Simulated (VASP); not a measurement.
# MgS (F-43m) in VASP: a series of runs

The runs below take MgS through single point, with LDA.

All numbers are computed with VASP 6.6.1; they aren't measurements. Logs are shortened: lines on timing, memory, paths and dates and some standing lists are left out, and cuts for length are marked.

## (1) The cell of the first run

It takes space group F-43m (No. 216, cubic). The conventional cell has a = 5.551 Å, b = 5.551 Å, c = 5.551 Å, α = 90.00°, β = 90.00°, γ = 90.00°. Mg (site symmetry -43m) has 4 S at 2.40 Å within 3.2 Å. S (site symmetry -43m) has 4 Mg at 2.40 Å within 3.2 Å.

## (2) Single point, LDA

INCAR reads:

```
ALGO = Normal ; EDIFF = 1E-6
ENCUT = 600 ; GGA = CA
GGA_COMPAT = False ; ISIF = 2
ISMEAR = 0 ; LASPH = True
LCHARG = False ; LREAL = False
LWAVE = False ; NBANDS = 11
NELM = 120 ; PREC = Accurate
SIGMA = 0.01
```

KPOINTS reads:

```
k-points
0
Gamma
  6 6 6
```

POSCAR reads:

```
MgS
1.0
    0.0000000000      2.7752849963      2.7752849963
    2.7752849963      0.0000000000      2.7752849963
    2.7752849963      2.7752849963      0.0000000000
Mg S
1 1
Direct
    0.0000000000      0.0000000000      0.0000000000
    0.7500000000      0.7500000000      0.7500000000
```

Potentials or basis: VASP PAW LDA potentials, release 64 (Mg, S).

The run is started by

```sh
cat potpaw_LDA.64/Mg/POTCAR potpaw_LDA.64/S/POTCAR > POTCAR
mpirun -np 1 vasp_std > vasp.out
```

OUTCAR:

```text
EDIFF = 1E-6
   ENCUT = 600
   GGA = CA
   ISIF = 2
   ISMEAR = 0
   LASPH = True
   LREAL = False
   NELM = 120
   PREC = Accurate

 ion  position               nearest neighbor table
   1  0.000  0.000  0.000-   2 2.40   2 2.40   2 2.40   2 2.40
   2  0.750  0.750  0.750-   1 2.40   1 2.40   1 2.40   1 2.40

  LATTYP: Found a face centered cubic cell.
 ALAT       =     5.5505699926

  Lattice vectors:

 A1 = (   0.0000000000,   2.7752849963,   2.7752849963)
 A2 = (   2.7752849963,   0.0000000000,   2.7752849963)
 A3 = (   2.7752849963,   2.7752849963,   0.0000000000)

Analysis of symmetry for initial positions (statically):
=====================================================================
 Subroutine PRICEL returns:
 Original cell was already a primitive cell.

 Routine SETGRP: Setting up the symmetry group for a
 face centered cubic supercell.

 Subroutine GETGRP returns: Found 24 space group operations
 (whereof 24 operations were pure point group operations)
 out of a pool of 48 trial point group operations.

The static configuration has the point symmetry T_d .

Analysis of symmetry for dynamics (positions and initial velocities):
=====================================================================
 Subroutine PRICEL returns:
 Original cell was already a primitive cell.

 Routine SETGRP: Setting up the symmetry group for a
 face centered cubic supercell.

 Subroutine GETGRP returns: Found 24 space group operations
 (whereof 24 operations were pure point group operations)
 out of a pool of 48 trial point group operations.

The dynamic configuration has the point symmetry T_d .

 Subroutine INISYM returns: Found 24 space group operations
 (whereof 24 operations are pure point group operations),
 and found     1 'primitive' translations

----------------------------------------------------------------------------------------

                                     Primitive cell

  volume of cell :      42.7516

  direct lattice vectors                    reciprocal lattice vectors
     0.000000000  2.775284996  2.775284996    -0.180161677  0.180161677  0.180161677
     2.775284996  0.000000000  2.775284996     0.180161677 -0.180161677  0.180161677
     2.775284996  2.775284996  0.000000000     0.180161677  0.180161677 -0.180161677

  length of vectors
     3.924845681  3.924845681  3.924845681     0.312049179  0.312049179  0.312049179

  position of ions in fractional coordinates (direct lattice)
     0.000000000  0.000000000  0.000000000
     0.750000000  0.750000000  0.750000000

  ion indices of the primitive-cell ions
   primitive index   ion index
                 1           1
                 2           2

----------------------------------------------------------------------------------------

 KPOINTS: k-points

Automatic generation of k-mesh.
 Grid dimensions read from file:
 generate k-points for:    6    6    6

 Generating k-lattice:

  Cartesian coordinates                     Fractional coordinates (reciprocal lattice)
    -0.030026946  0.030026946  0.030026946     0.166666667  0.000000000  0.000000000
     0.030026946 -0.030026946  0.030026946     0.000000000  0.166666667  0.000000000
     0.030026946  0.030026946 -0.030026946     0.000000000  0.000000000  0.166666667

  Length of vectors
     0.052008196  0.052008196  0.052008196

  Shift w.r.t. Gamma in fractional coordinates (k-lattice)
     0.000000000  0.000000000  0.000000000

 Subroutine IBZKPT returns following result:
 ===========================================

 Found     16 irreducible k-points:

 Following reciprocal coordinates:
            Coordinates               Weight
  0.000000  0.000000  0.000000      1.000000
  0.166667  0.000000  0.000000      8.000000
  0.333333  0.000000  0.000000      8.000000
  0.500000  0.000000  0.000000      4.000000
  0.166667  0.166667  0.000000      6.000000
  0.333333  0.166667  0.000000     24.000000
[... 8 lines left out ...]
 -0.333333  0.333333  0.166667     24.000000
 -0.333333  0.500000  0.166667     12.000000
   k-points           NKPTS =     16   k-points in BZ     NKDIM =     16   number of bands    NBANDS=     11
   number of dos      NEDOS =    301   number of ions     NIONS =      2
   total plane-waves  NPLWV =  32768
   dimension x,y,z NGX =    32 NGY =   32 NGZ =   32
   dimension x,y,z NGXF=    64 NGYF=   64 NGZF=   64
   ions per type =               1   1
   NGX,Y,Z   is equivalent  to a cutoff of  13.55, 13.55, 13.55 a.u.
   NGXF,Y,Z  is equivalent  to a cutoff of  27.11, 27.11, 27.11 a.u.
 SYSTEM =  unknown system
   PREC   = accura    normal or accurate (medium, high low for compatibility)
   ISTART =      0    job   : 0-new  1-cont  2-samecut
   ICHARG =      2    charge: 1-file 2-atom 10-const
   ISPIN  =      1    spin polarized calculation?
   LNONCOLLINEAR =      F non collinear calculations
   LSORBIT =      F    spin-orbit coupling
   LASPH  =      T    aspherical Exc in radial PAW
   ENCUT  =  600.0 eV  44.10 Ry    6.64 a.u.   7.84  7.84  7.84*2*pi/ulx,y,z
   NELM   =    120;   NELMIN=  2; NELMDL= -5     # of ELM steps
   EDIFF  = 0.1E-05   stopping-criterion for ELM
   LREAL  =      F    real-space projection
   EDIFFG = 0.1E-04   stopping-criterion for IOM
   NSW    =      0    number of steps for IOM
   IBRION =     -1    ionic relax: 0-MD 1-quasi-New 2-CG
   NFREE  =      0    steps in history (QN), initial steepest desc. (CG)
   ISIF   =      2    stress and relaxation
   ISYM   =      2    0-nonsym 1-usesym 2-fastsym
   POTIM  = 0.5000    time-step for ionic-motion
   TEBEG  =    0.0;   TEEND  =   0.0 temperature during run
   PSTRESS=    0.0 pullay stress
   NELECT =       8.0000    total number of electrons
   NUPDOWN=      -1.0000    fix difference up-down
   EMIN   =  10.00;   EMAX   =-10.00  energy-range for DOS
   EFERMI =   0.00;   METHOD = LEGACY
   ISMEAR =     0;   SIGMA  =   0.01  broadening in eV -4-tet -1-fermi 0-gaus
   EFERMI_NEDOS =   21; number of points for ismear=-14 and -15
   IALGO  =     38    algorithm
   IMIX   =      4    mixing-type and parameters
     AMIX     =   0.40;   BMIX     =  1.00
     AMIX_MAG =   1.60;   BMIX_MAG =  1.00
  volume/ion in A,a.u.               =      21.38       144.25
  Fermi-wavevector in a.u.,A,eV,Ry     =   0.936384  1.769509 11.929788  0.876815
  Thomas-Fermi vector in A             =   2.063388
   LORBIT       =      0    0 simple, 1 ext, 2 COOP (PROOUT), +10 PAW based schemes
   GGA     = CA    functional components
   LHFCALC =     F    Hartree Fock is set to
   AEXX    =    0.0000 exact exchange contribution
   IVDW    =     0    specifies the selected vdW correction
   LEPSILON=     F    determine dielectric tensor
   LRPA    =     F    only Hartree local field effects (RPA)
 non-spin polarized calculation
 Gauss-broadening in eV      SIGMA  =   0.01
  energy-cutoff  :      600.00
  volume of cell :       42.75
 maximum number of plane-waves:      1458
   NGX = 15   NGY = 15   NGZ = 15

 number of electron       7.9999999 magnetization

 Free energy of the ion-electron system (eV)
  ---------------------------------------------------
  ext. energy  EPLUGINS =         0.00000000
  ---------------------------------------------------
  free energy    TOTEN  =        -9.39049051 eV

  energy without entropy =       -9.39049051  energy(sigma->0) =       -9.39049051

 E-fermi :   1.3945     XC(G=0):  -8.9896

 val. band max:        1.2825777296   @ k =   0.0000   0.0000   0.0000
 cond. band min:       4.7791061757   @ k =   0.0000   0.0000   0.0000
 fundamental gap:      3.4965284461
 Fermi energy:         1.3945364146

 k-point     1 :       0.0000    0.0000    0.0000
  band No.  band energies     occupation
      1     -10.1620      2.00000
      2       1.2826      2.00000
      3       1.2826      2.00000
      4       1.2826      2.00000
      5       4.7791      0.00000
      6       9.2003      0.00000
      7       9.2003      0.00000
      8       9.2003      0.00000
      9      12.1456      0.00000
     10      12.1456      0.00000
     11      15.1282      0.00000

 k-point     2 :       0.1667    0.0000    0.0000
  band No.  band energies     occupation
      1      -9.9881      2.00000
      2       0.1166      2.00000
      3       1.1851      2.00000
      4       1.1851      2.00000
      5       5.8170      0.00000
      6       8.9756      0.00000
      7       9.4646      0.00000
      8       9.4646      0.00000
      9      11.5097      0.00000
     10      11.5097      0.00000
     11      14.0650      0.00000

 k-point     3 :       0.3333    0.0000    0.0000
  band No.  band energies     occupation
      1      -9.5936      2.00000
      2      -1.4670      2.00000
      3       1.0096      2.00000
      4       1.0096      2.00000
      5       6.4249      0.00000
      6       9.1363      0.00000
      7       9.1363      0.00000
      8       9.5382      0.00000
      9      12.5409      0.00000
     10      12.5409      0.00000
     11      13.4517      0.00000

 k-point     4 :       0.5000    0.0000    0.0000
  band No.  band energies     occupation
      1      -9.3647      2.00000
      2      -2.1390      2.00000
      3       0.9298      2.00000
      4       0.9298      2.00000
      5       6.3662      0.00000
      6       8.8237      0.00000
      7       8.8237      0.00000
      8       9.9370      0.00000
      9      14.3146      0.00000
     10      14.6320      0.00000
     11      14.6320      0.00000

 k-point     5 :       0.1667    0.1667    0.0000
  band No.  band energies     occupation
      1      -9.9304      2.00000
      2       0.1529      2.00000
      3       0.9496      2.00000
      4       0.9496      2.00000
      5       6.1506      0.00000
      6       8.3231      0.00000
      7       9.9837      0.00000
      8       9.9837      0.00000
      9      10.0221      0.00000
     10      12.6359      0.00000
     11      16.0915      0.00000
[... 99 lines left out ...]
 k-point    13 :       0.5000    0.5000    0.0000
  band No.  band energies     occupation
      1      -9.1064      2.00000
      2      -1.7755      2.00000
      3       0.1522      2.00000
      4       0.1522      2.00000
      5       4.8854      0.00000
      6       6.7872      0.00000
      7      12.7536      0.00000
      8      13.7720      0.00000
      9      13.7720      0.00000
     10      15.4058      0.00000
     11      15.4060      0.00000

 k-point    14 :       0.5000    0.3333    0.1667
  band No.  band energies     occupation
      1      -9.3224      2.00000
      2      -1.3724      2.00000
      3      -0.1664      2.00000
      4       0.5169      2.00000
      5       6.8338      0.00000
      6       8.3920      0.00000
      7       8.7783      0.00000
      8      11.1746      0.00000
      9      12.0657      0.00000
     10      15.0438      0.00000
     11      15.8806      0.00000

 k-point    15 :      -0.3333    0.3333    0.1667
  band No.  band energies     occupation
      1      -9.1665      2.00000
      2      -1.4916      2.00000
      3      -0.5525      2.00000
      4       0.2906      2.00000
      5       6.8957      0.00000
      6       8.3339      0.00000
      7       9.7888      0.00000
      8      10.6125      0.00000
      9      12.6391      0.00000
     10      14.4995      0.00000
     11      15.8468      0.00000

 k-point    16 :      -0.3333    0.5000    0.1667
  band No.  band energies     occupation
      1      -9.0979      2.00000
      2      -1.4383      2.00000
      3      -0.4376      2.00000
      4      -0.1193      2.00000
      5       6.0721      0.00000
      6       8.0887      0.00000
      7      10.7305      0.00000
      8      10.8259      0.00000
      9      14.0358      0.00000
     10      15.3317      0.00000
     11      15.3962      0.00000

------------------------ aborting loop because EDIFF is reached ----------------------------------------

  FORCE on cell =-STRESS in cart. coord.  units (eV):
  Direction    XX          YY          ZZ          XY          YZ          ZX
  --------------------------------------------------------------------------------------
  -------------------------------------------------------------------------------------
  Total        0.3164087      0.3164087      0.3164087     -0.0000000     -0.0000000      0.0000000
  in kB       11.8578583     11.8578583     11.8578583     -0.0000000     -0.0000000      0.0000000
  external PRESSURE =      11.8578583 kB  Pullay stress =       0.0000000 kB

 VOLUME and BASIS-vectors are now :
 -----------------------------------------------------------------------------
  energy-cutoff  :      600.00
  volume of cell :       42.75
      direct lattice vectors                 reciprocal lattice vectors
     0.000000000  2.775284996  2.775284996    -0.180161677  0.180161677  0.180161677
     2.775284996  0.000000000  2.775284996     0.180161677 -0.180161677  0.180161677
     2.775284996  2.775284996  0.000000000     0.180161677  0.180161677 -0.180161677

 POSITION                                       TOTAL-FORCE (eV/Angst)
 -----------------------------------------------------------------------------------
      0.00000      0.00000      0.00000         0.000000      0.000000      0.000000
      4.16293      4.16293      4.16293        -0.000000     -0.000000     -0.000000
 -----------------------------------------------------------------------------------
    total drift:                               -0.000000     -0.000000     -0.000000

  FREE ENERGIE OF THE ION-ELECTRON SYSTEM (eV)
  ---------------------------------------------------
  free  energy   TOTEN  =        -9.3904905063 eV

  energy  without entropy=       -9.3904905063  energy(sigma->0) =       -9.39049051
```

Run time: 8.6 s. Hardware: 1 thread of Intel Xeon Platinum 8488C (Sapphire Rapids), shared host; peak memory 0.15 GiB.

Results:

```
Free energy            : -9.3905 eV
Pressure               : 1.2 GPa
Band gap on the k mesh : 3.50 eV, direct
```

Levels at points of the mesh, in eV from the valence-band top:
| k point | band 1 | band 2 | band 3 | band 4 | band 5 | band 6 | band 7 | band 8 | band 9 |
| --- | --- | --- | --- | --- | --- | --- | --- | --- | --- |
| (0.00, 0.00, 0.00) | -11.44 | 0.00 | 0.00 | 0.00 | 3.50 | 7.92 | 7.92 | 7.92 | 10.86 |
| (0.50, 0.00, 0.00) | -10.65 | -3.42 | -0.35 | -0.35 | 5.08 | 7.54 | 7.54 | 8.65 | 13.03 |
| (0.50, 0.50, 0.00) | -10.39 | -3.06 | -1.13 | -1.13 | 3.60 | 5.50 | 11.47 | 12.49 | 12.49 |

## (3) Single point, LDA

This run uses another cell than the first one, of 22.06 Å³/atom, 1.032 times its volume.

INCAR reads:

```
SYSTEM = MgS
PREC = Accurate ; ENCUT = 600
EDIFF = 1E-6 ; ISMEAR = 0
SIGMA = 0.01 ; LREAL = .FALSE.
LASPH = .TRUE. ; NELM = 120
ALGO = Normal ; ISIF = 2
LWAVE = .FALSE. ; LCHARG = .TRUE.
LELF = .TRUE. ; LVHAR = .TRUE.
NBANDS = 11 ; GGA_COMPAT = .FALSE.
```

KPOINTS reads:

```
regular mesh
0
G
  6 6 6
  0 0 0
```

POSCAR reads:

```
MgS
1.0
    0.0000000000      2.8045006696      2.8045006696
    2.8045006696      0.0000000000      2.8045006696
    2.8045006696      2.8045006696      0.0000000000
Mg S
1 1
Direct
    0.0000000000      0.0000000000      0.0000000000
    0.7500000000      0.7500000000      0.7500000000
```

Potentials or basis: VASP PAW LDA potentials, release 64 (Mg, S).

The run is started by

```sh
cat potpaw_LDA.64/Mg/POTCAR potpaw_LDA.64/S/POTCAR > POTCAR
mpirun -np 1 vasp_std > vasp.out
```

It took 9.5 s on 1 thread of Intel Xeon Platinum 8488C (Sapphire Rapids), shared host; peak memory 0.15 GiB.

It converged, with:

```yaml
Free_energy: -9.3920 eV
Pressure: -0.8 GPa
Band_gap_on_the_k_mesh: 3.34 eV, direct
```

Levels at points of the mesh, in eV from the valence-band top:
| k point | band 1 | band 2 | band 3 | band 4 | band 5 | band 6 | band 7 | band 8 |
| --- | --- | --- | --- | --- | --- | --- | --- | --- |
| (0.00, 0.00, 0.00) | -11.33 | 0.00 | 0.00 | 0.00 | 3.34 | 7.84 | 7.84 | 7.84 |
| (0.50, 0.00, 0.00) | -10.59 | -3.31 | -0.34 | -0.34 | 4.97 | 7.50 | 7.50 | 8.51 |
| (0.50, 0.50, 0.00) | -10.35 | -2.97 | -1.09 | -1.09 | 3.63 | 5.47 | 11.16 | 12.23 |
